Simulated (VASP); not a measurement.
Set up this calculation in VASP 6.6.1, as the native input.

- Task: single point
- Functional: PBEsol
- Potentials or basis: VASP PAW PBE potentials, release 64 (K_sv, F)
- Cutoff: 520 eV
- k mesh: 8 × 8 × 8
- Occupations: gaussian, width 0.05 eV
- Spin: no spin polarisation
- Dipole correction: no
- Further INCAR settings: ALGO = Normal; EDIFF = 1e-07; NBANDS = 15

The structure of KF lies in POSCAR:

```
KF
1.0
    2.9982386000      0.0000000000      0.0000000000
    0.0000000000      2.9982386000      0.0000000000
    0.0000000000      0.0000000000      3.1285968000
K F
1 1
Direct
    0.0000000000      0.0000000000      0.0000000000
    0.5000000000      0.5000000000      0.5000000000
```

This cell differs from its parent crystal: strain -0.080 along x and y, -0.040 along z.

These files were run (other wordings do the same):

INCAR

```
SYSTEM = KF
PREC = Accurate ; ENCUT = 520
EDIFF = 1E-7 ; ISMEAR = 0
SIGMA = 0.05 ; LREAL = .FALSE.
LASPH = .TRUE. ; NELM = 80
ALGO = Normal ; ISIF = 2
LWAVE = .FALSE. ; LCHARG = .TRUE.
GGA = PS ; LELF = .TRUE.
LVHAR = .TRUE. ; NBANDS = 15
```

KPOINTS

```
regular mesh
0
G
  8 8 8
  0 0 0
```

Potentials or basis: VASP PAW PBE potentials, release 64 (K_sv, F).

Run with:

```bash
$ cat potpaw_PBE.64/K_sv/POTCAR potpaw_PBE.64/F/POTCAR > POTCAR
$ mpirun -np 1 vasp_std > vasp.out
```

It gave:

```
Pressure               : 7.3 GPa
Band gap on the k mesh : 7.64 eV, direct
```

Caveat: the cell differs from its parent crystal (strain -0.080 along x and y, -0.040 along z); the PAW data sets were made with another functional, which shifts forces and pressure a little.

Wall time 14 s on 1 thread of Intel(R) Xeon(R) Platinum 8488C (Sapphire Rapids), with other jobs on the host, peak memory 0.15 GiB.
